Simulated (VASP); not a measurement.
# Zr2ZnN2 (P4/mmm) in VASP: a series of runs

Zr2ZnN2 is run at these levels: PBE; tasks: single point, relaxation of cell and atoms.

Everything below comes from runs of VASP 6.6.1. Logs are shortened: lines on timing, memory, paths and dates and some standing lists are left out, and cuts for length are marked.

## Step 1: The cell of the first run

It takes space group P4/mmm (No. 123, tetragonal). Conventional cell: a = 3.405 Å, b = 3.405 Å, c = 6.548 Å, α = 90.00°, β = 90.00°, γ = 90.00°. Within 2.9 Å of Zr (site symmetry 4mm) lie 4 N at 2.20 Å and 1 Zr at 2.78 Å. Zn (site symmetry 4/mmm) has 8 Zr at 3.06 Å and 4 Zn at 3.41 Å and 8 N at 3.69 Å within 4.0 Å. N (site symmetry mmm) has 4 Zr at 2.20 Å and 4 N at 2.41 Å within 2.9 Å.

## Step 2: Single point, PBE

INCAR reads:

```
PREC = Accurate
ENCUT = 520
EDIFF = 1E-6
ISMEAR = 0
SIGMA = 0.1
LREAL = False
LASPH = True
NELM = 80
ALGO = Normal
ISIF = 2
LWAVE = False
LCHARG = False
GGA = PE
NBANDS = 31
```

KPOINTS reads:

```
regular mesh
0
Gamma
  12 12 6
```

POSCAR reads:

```
Zr2ZnN2
1.0
    3.4054570351      0.0000000000      0.0000000000
    0.0000000000      3.4054570351      0.0000000000
    0.0000000000      0.0000000000      6.5478644127
Zr Zn N
2 1 2
Direct
    0.5000000000      0.5000000000      0.2879532534
    0.5000000000      0.5000000000      0.7120467466
    0.0000000000      0.0000000000      0.0000000000
    0.0000000000      0.5000000000      0.5000000000
    0.5000000000      0.0000000000      0.5000000000
```

Potentials or basis: VASP PAW PBE potentials, release 64 (Zr_sv, Zn, N).

Launch:

```
$ cat potpaw_PBE.64/Zr_sv/POTCAR potpaw_PBE.64/Zn/POTCAR potpaw_PBE.64/N/POTCAR > POTCAR
$ mpirun -np 1 vasp_std > vasp.out
```

OUTCAR:

```text
PREC = Accurate
   ENCUT = 520
   EDIFF = 1E-6
   ISMEAR = 0
   LREAL = False
   LASPH = True
   NELM = 80
   ISIF = 2
   GGA = PE

 ion  position               nearest neighbor table
   1  0.500  0.500  0.288-   4 2.20   5 2.20   5 2.20   4 2.20   2 2.78   3 3.06   3 3.06   3 3.06
                             3 3.06   2 3.77
   2  0.500  0.500  0.712-   4 2.20   5 2.20   5 2.20   4 2.20   1 2.78   3 3.06   3 3.06   3 3.06
                             3 3.06   1 3.77
   3  0.000  0.000  0.000-   1 3.06   2 3.06   1 3.06   2 3.06   1 3.06   2 3.06   1 3.06   2 3.06

   4  0.000  0.500  0.500-   1 2.20   2 2.20   1 2.20   2 2.20
   5  0.500  0.000  0.500-   1 2.20   2 2.20   1 2.20   2 2.20

  LATTYP: Found a simple tetragonal cell.
 ALAT       =     3.4054570351
 C/A-ratio  =     1.9227564304

  Lattice vectors:

 A1 = (   3.4054570351,   0.0000000000,   0.0000000000)
 A2 = (   0.0000000000,   3.4054570351,   0.0000000000)
 A3 = (   0.0000000000,   0.0000000000,   6.5478644127)

Analysis of symmetry for initial positions (statically):
=====================================================================
 Subroutine PRICEL returns:
 Original cell was already a primitive cell.

 Routine SETGRP: Setting up the symmetry group for a
 simple tetragonal supercell.

 Subroutine GETGRP returns: Found 16 space group operations
 (whereof 16 operations were pure point group operations)
 out of a pool of 16 trial point group operations.

The static configuration has the point symmetry D_4h.

Analysis of symmetry for dynamics (positions and initial velocities):
=====================================================================
 Subroutine PRICEL returns:
 Original cell was already a primitive cell.

 Routine SETGRP: Setting up the symmetry group for a
 simple tetragonal supercell.

 Subroutine GETGRP returns: Found 16 space group operations
 (whereof 16 operations were pure point group operations)
 out of a pool of 16 trial point group operations.

The dynamic configuration has the point symmetry D_4h.

 Subroutine INISYM returns: Found 16 space group operations
 (whereof 16 operations are pure point group operations),
 and found     1 'primitive' translations

----------------------------------------------------------------------------------------

                                     Primitive cell

  volume of cell :      75.9365

  direct lattice vectors                    reciprocal lattice vectors
     3.405457035  0.000000000  0.000000000     0.293646342  0.000000000  0.000000000
     0.000000000  3.405457035  0.000000000     0.000000000  0.293646342  0.000000000
     0.000000000  0.000000000  6.547864413     0.000000000  0.000000000  0.152721550

  length of vectors
     3.405457035  3.405457035  6.547864413     0.293646342  0.293646342  0.152721550

  position of ions in fractional coordinates (direct lattice)
     0.500000000  0.500000000  0.287953253
     0.500000000  0.500000000  0.712046747
     0.000000000  0.000000000  0.000000000
     0.000000000  0.500000000  0.500000000
     0.500000000  0.000000000  0.500000000

  ion indices of the primitive-cell ions
   primitive index   ion index
                 1           1
                 2           2
                 3           3
                 4           4
                 5           5

----------------------------------------------------------------------------------------

 KPOINTS: regular mesh

Automatic generation of k-mesh.
 Grid dimensions read from file:
 generate k-points for:   12   12    6

 Generating k-lattice:

  Cartesian coordinates                     Fractional coordinates (reciprocal lattice)
     0.024470528  0.000000000  0.000000000     0.083333333  0.000000000  0.000000000
     0.000000000  0.024470528  0.000000000     0.000000000  0.083333333  0.000000000
     0.000000000  0.000000000  0.025453592     0.000000000  0.000000000  0.166666667

  Length of vectors
     0.024470528  0.024470528  0.025453592

  Shift w.r.t. Gamma in fractional coordinates (k-lattice)
     0.000000000  0.000000000  0.000000000

 Subroutine IBZKPT returns following result:
 ===========================================

 Found    112 irreducible k-points:

 Following reciprocal coordinates:
            Coordinates               Weight
  0.000000  0.000000  0.000000      1.000000
  0.083333  0.000000  0.000000      4.000000
  0.166667  0.000000  0.000000      4.000000
  0.250000  0.000000  0.000000      4.000000
  0.333333  0.000000  0.000000      4.000000
  0.416667  0.000000  0.000000      4.000000
[... 16 lines left out ...]
  0.333333  0.333333  0.000000      4.000000
  0.416667  0.333333  0.000000      8.000000
 [... further k-points ...]
   k-points           NKPTS =    112   k-points in BZ     NKDIM =    112   number of bands    NBANDS=     31
   number of dos      NEDOS =    301   number of ions     NIONS =      5
   total plane-waves  NPLWV =  39200
   dimension x,y,z NGX =    28 NGY =   28 NGZ =   50
   dimension x,y,z NGXF=    56 NGYF=   56 NGZF=  100
   ions per type =               2   1   2
   NGX,Y,Z   is equivalent  to a cutoff of  13.67, 13.67, 12.69 a.u.
   NGXF,Y,Z  is equivalent  to a cutoff of  27.34, 27.34, 25.39 a.u.
 SYSTEM =  unknown system
   PREC   = accura    normal or accurate (medium, high low for compatibility)
   ISTART =      0    job   : 0-new  1-cont  2-samecut
   ICHARG =      2    charge: 1-file 2-atom 10-const
   ISPIN  =      1    spin polarized calculation?
   LNONCOLLINEAR =      F non collinear calculations
   LSORBIT =      F    spin-orbit coupling
   LASPH  =      T    aspherical Exc in radial PAW
   ENCUT  =  520.0 eV  38.22 Ry    6.18 a.u.   6.33  6.33 12.17*2*pi/ulx,y,z
   NELM   =     80;   NELMIN=  2; NELMDL= -5     # of ELM steps
   EDIFF  = 0.1E-05   stopping-criterion for ELM
   LREAL  =      F    real-space projection
   EDIFFG = 0.1E-04   stopping-criterion for IOM
   NSW    =      0    number of steps for IOM
   IBRION =     -1    ionic relax: 0-MD 1-quasi-New 2-CG
   NFREE  =      0    steps in history (QN), initial steepest desc. (CG)
   ISIF   =      2    stress and relaxation
   ISYM   =      2    0-nonsym 1-usesym 2-fastsym
   POTIM  = 0.5000    time-step for ionic-motion
   TEBEG  =    0.0;   TEEND  =   0.0 temperature during run
   PSTRESS=    0.0 pullay stress
   NELECT =      46.0000    total number of electrons
   NUPDOWN=      -1.0000    fix difference up-down
   EMIN   =  10.00;   EMAX   =-10.00  energy-range for DOS
   EFERMI =   0.00;   METHOD = LEGACY
   ISMEAR =     0;   SIGMA  =   0.10  broadening in eV -4-tet -1-fermi 0-gaus
   EFERMI_NEDOS =   21; number of points for ismear=-14 and -15
   IALGO  =     38    algorithm
   IMIX   =      4    mixing-type and parameters
     AMIX     =   0.40;   BMIX     =  1.00
     AMIX_MAG =   1.60;   BMIX_MAG =  1.00
  volume/ion in A,a.u.               =      15.19       102.49
  Fermi-wavevector in a.u.,A,eV,Ry     =   1.385194  2.617637 26.106349  1.918763
  Thomas-Fermi vector in A             =   2.509627
   LORBIT       =      0    0 simple, 1 ext, 2 COOP (PROOUT), +10 PAW based schemes
   GGA     = PE    functional components
   LHFCALC =     F    Hartree Fock is set to
   AEXX    =    0.0000 exact exchange contribution
   IVDW    =     0    specifies the selected vdW correction
   LEPSILON=     F    determine dielectric tensor
   LRPA    =     F    only Hartree local field effects (RPA)
 non-spin polarized calculation
 Gauss-broadening in eV      SIGMA  =   0.10
  energy-cutoff  :      520.00
  volume of cell :       75.94
 maximum number of plane-waves:      2072
 NGX is ok and might be reduce to    28
   NGX = 13   NGY = 13   NGZ = 25

 number of electron      45.9999988 magnetization

 Free energy of the ion-electron system (eV)
  ---------------------------------------------------
  ext. energy  EPLUGINS =         0.00000000
  ---------------------------------------------------
  free energy    TOTEN  =       -36.85685493 eV

  energy without entropy =      -36.83965149  energy(sigma->0) =      -36.84825321

 E-fermi :   6.8898     XC(G=0): -11.2841

 val. band max:        6.8879634238   @ k =   0.5000   0.0833   0.3333
 cond. band min:       6.8967884325   @ k =   0.5000   0.0833   0.5000
 fundamental gap:      0.0088250087
 Fermi energy:         6.8898172314

 k-point     1 :       0.0000    0.0000    0.0000
  band No.  band energies     occupation
      1     -41.9850      2.00000
      2     -41.8548      2.00000
      3     -20.7265      2.00000
      4     -19.9401      2.00000
      5     -19.9401      2.00000
      6     -19.7751      2.00000
[... 23 lines left out ...]
     30      11.0628      0.00000
     31      11.0628      0.00000

 k-point     2 :       0.0833    0.0000    0.0000
  band No.  band energies     occupation
      1     -41.9832      2.00000
      2     -41.8532      2.00000
      3     -20.7203      2.00000
      4     -19.9699      2.00000
      5     -19.9380      2.00000
      6     -19.7987      2.00000
[... 23 lines left out ...]
     30      10.7814      0.00000
     31      11.1839      0.00000

 k-point     3 :       0.1667    0.0000    0.0000
  band No.  band energies     occupation
      1     -41.9783      2.00000
      2     -41.8487      2.00000
      3     -20.7033      2.00000
      4     -20.0505      2.00000
      5     -19.9324      2.00000
      6     -19.8625      2.00000
[... 23 lines left out ...]
     30      10.5884      0.00000
     31      11.5362      0.00000

 k-point     4 :       0.2500    0.0000    0.0000
  band No.  band energies     occupation
      1     -41.9717      2.00000
      2     -41.8427      2.00000
      3     -20.6790      2.00000
      4     -20.1593      2.00000
      5     -19.9481      2.00000
      6     -19.9246      2.00000
[... 635 lines left out ...]
     30      11.8757      0.00000
     31      12.2067      0.00000

 k-point    23 :       0.3333    0.3333    0.0000
  band No.  band energies     occupation
      1     -41.9452      2.00000
      2     -41.8185      2.00000
      3     -20.5840      2.00000
      4     -20.2355      2.00000
      5     -20.2328      2.00000
      6     -20.0103      2.00000
[... 23 lines left out ...]
     30      12.0222      0.00000
     31      12.2533      0.00000

 k-point    24 :       0.4167    0.3333    0.0000
  band No.  band energies     occupation
      1     -41.9404      2.00000
      2     -41.8141      2.00000
      3     -20.5629      2.00000
      4     -20.3127      2.00000
      5     -20.2259      2.00000
      6     -20.0675      2.00000
[... 23 lines left out ...]
     30      12.1324      0.00000
     31      12.1997      0.00000

 [... further k-points ...]

------------------------ aborting loop because EDIFF is reached ----------------------------------------

  FORCE on cell =-STRESS in cart. coord.  units (eV):
  Direction    XX          YY          ZZ          XY          YZ          ZX
  --------------------------------------------------------------------------------------
  -------------------------------------------------------------------------------------
  Total        0.0760726      0.0760726      0.1121047      0.0000000      0.0000000      0.0000000
  in kB        1.6050501      1.6050501      2.3652869      0.0000000      0.0000000      0.0000000
  external PRESSURE =       1.8584624 kB  Pullay stress =       0.0000000 kB

 VOLUME and BASIS-vectors are now :
 -----------------------------------------------------------------------------
  energy-cutoff  :      520.00
  volume of cell :       75.94
      direct lattice vectors                 reciprocal lattice vectors
     3.405457035  0.000000000  0.000000000     0.293646342  0.000000000  0.000000000
     0.000000000  3.405457035  0.000000000     0.000000000  0.293646342  0.000000000
     0.000000000  0.000000000  6.547864413     0.000000000  0.000000000  0.152721550

 POSITION                                       TOTAL-FORCE (eV/Angst)
 -----------------------------------------------------------------------------------
      1.70273      1.70273      1.88548         0.000000      0.000000     -0.024305
      1.70273      1.70273      4.66239        -0.000000     -0.000000      0.024305
      0.00000      0.00000      0.00000         0.000000     -0.000000      0.000000
      0.00000      1.70273      3.27393         0.000000     -0.000000      0.000000
      1.70273      0.00000      3.27393         0.000000     -0.000000      0.000000
 -----------------------------------------------------------------------------------
    total drift:                                0.000000      0.000000      0.000000

  FREE ENERGIE OF THE ION-ELECTRON SYSTEM (eV)
  ---------------------------------------------------
  free  energy   TOTEN  =       -36.8568549346 eV

  energy  without entropy=      -36.8396514871  energy(sigma->0) =      -36.84825321
```

Run time: 4.4 min. Hardware: 1 thread of Intel Xeon Platinum 8259CL at 2.50GHz (Skylake/Cascade Lake), shared host; peak memory 0.36 GiB.

Results:

```yaml
Free_energy: -36.8569 eV
Pressure: 0.2 GPa
Largest_force: 0.024 eV/Å
Band_gap_on_the_k_mesh: zero (band 23 reaches 7.38 eV, above the bottom of band 24 at 6.15 eV)
```

Forces on the atoms (eV/Å):
```
Zr   0.000  0.000 -0.024
Zr   0.000  0.000  0.024
Zn   0.000  0.000  0.000
N    0.000  0.000  0.000
N    0.000  0.000  0.000
```

Stress tensor (GPa, compression positive):
```
0.16 0.00 0.00
0.00 0.16 0.00
0.00 0.00 0.24
```

## Step 3: Relaxation of cell and atoms, PBE

INCAR reads:

```
PREC     = Accurate       # precision mode
ENCUT    = 600            # plane-wave cutoff, eV
EDIFF    = 1E-6           # SCF threshold, eV
ISMEAR   = 0              # smearing method
SIGMA    = 0.1            # smearing width, eV
LREAL    = False          # projectors in reciprocal space
LASPH    = True           # aspherical terms in the spheres
NELM     = 80             # most SCF steps
ALGO     = Normal         # electronic algorithm
ISIF     = 3              # what is computed and relaxed
LWAVE    = False          # write WAVECAR
LCHARG   = False          # write CHGCAR
GGA      = PE             # functional
IBRION   = 2              # ionic algorithm
NSW      = 90             # ionic steps
EDIFFG   = -0.04          # ionic threshold
```

KPOINTS reads:

```
regular mesh
0
Gamma
  6 6 4
```

POSCAR reads:

```
Zr2ZnN2
1.0
    3.3767267567      0.0000000000      0.0000000000
    0.0000000000      3.3767267567      0.0000000000
    0.0000000000      0.0000000000      6.6678684020
Zr Zn N
2 1 2
Direct
    0.5000000000      0.5000000000      0.2908311300
    0.5000000000      0.5000000000      0.7091688700
    0.0000000000      0.0000000000      0.0000000000
    0.0000000000      0.5000000000      0.5000000000
    0.5000000000      0.0000000000      0.5000000000
```

Potentials or basis: VASP PAW PBE potentials, release 64 (Zr_sv, Zn, N).

Launch:

```
$ cat potpaw_PBE.64/Zr_sv/POTCAR potpaw_PBE.64/Zn/POTCAR potpaw_PBE.64/N/POTCAR > POTCAR
$ mpirun -np 1 vasp_std > vasp.out
```

It took 4.4 min on 1 thread of Intel Xeon Platinum 8259CL at 2.50GHz (Skylake/Cascade Lake), shared host; peak memory 0.24 GiB.

It converged, with:

```yaml
Free_energy: -36.8741 eV
Relaxed_volume: 15.20 Å³/atom
Relaxed_cell: a = 3.408 Å, b = 3.408 Å, c = 6.542 Å, α = 90.00°, β = 90.00°, γ = 90.00°
Space_group_after_relaxing_to_0.05_Å: P4/mmm (No. 123)
Energy_gained_by_relaxing: 3.4 meV/atom
Ionic_steps: 5
Pressure_after_relaxing: -0.3 GPa
Largest_force_after_relaxing: 0.032 eV/Å
Band_gap_on_the_k_mesh: zero (band 23 reaches 7.37 eV, above the bottom of band 24 at 6.14 eV)
```

Forces on the atoms (eV/Å):
```
Zr   0.000  0.000 -0.032
Zr   0.000  0.000  0.032
Zn   0.000  0.000  0.000
N    0.000  0.000  0.000
N    0.000  0.000  0.000
```

Stress tensor (GPa, compression positive):
```
-0.32  0.00  0.00
 0.00 -0.32  0.00
 0.00  0.00 -0.21
```

Step by step:
| step | energy change (eV) | largest force (eV/Å) | pressure (GPa) | volume (Å³) |
| --- | --- | --- | --- | --- |
| 1 | 0.0000 | 0.3189 | 0.65 | 76.03 |
| 2 | -0.0069 | 0.2103 | -1.66 | 76.71 |
| 3 | -0.0075 | 0.0915 | -1.17 | 76.55 |
| 4 | -0.0145 | 0.0272 | -0.73 | 76.27 |
| 5 | -0.0170 | 0.0319 | -0.28 | 75.99 |

Final structure:
```xyz
5
Lattice="3.4082 0.0000 0.0000 0.0000 3.4082 0.0000 0.0000 0.0000 6.5420" Properties=species:S:1:pos:R:3 pbc="T T T"
Zr    1.7041    1.7041    1.8806
Zr    1.7041    1.7041    4.6615
Zn    0.0000    0.0000    0.0000
N     0.0000    1.7041    3.2710
N     1.7041    0.0000    3.2710
```

Levels at points of the mesh, in eV from the Fermi level:
```csv
k point,band 19,band 20,band 21,band 22,band 23,band 24,band 25,band 26,band 27
"(0.00, 0.00, 0.00)",-5.35,-4.33,-1.27,0.19,0.19,1.21,1.59,3.09,3.47
"(0.50, 0.00, 0.00)",-3.81,-3.20,-2.53,-1.93,-1.72,0.07,1.29,2.14,3.24
"(0.50, 0.50, 0.00)",-2.96,-1.51,-1.35,-1.21,-1.21,-0.77,1.59,2.07,2.88
"(0.00, 0.00, 0.50)",-4.32,-3.62,-1.95,0.27,0.27,1.41,1.83,2.18,2.18
"(0.50, 0.00, 0.50)",-3.54,-3.16,-2.48,-1.83,-1.47,-0.07,1.56,1.69,2.99
"(0.50, 0.50, 0.50)",-3.07,-2.74,-0.94,-0.94,-0.77,0.94,1.87,2.07,2.31
```

[end of part 1 of 2]
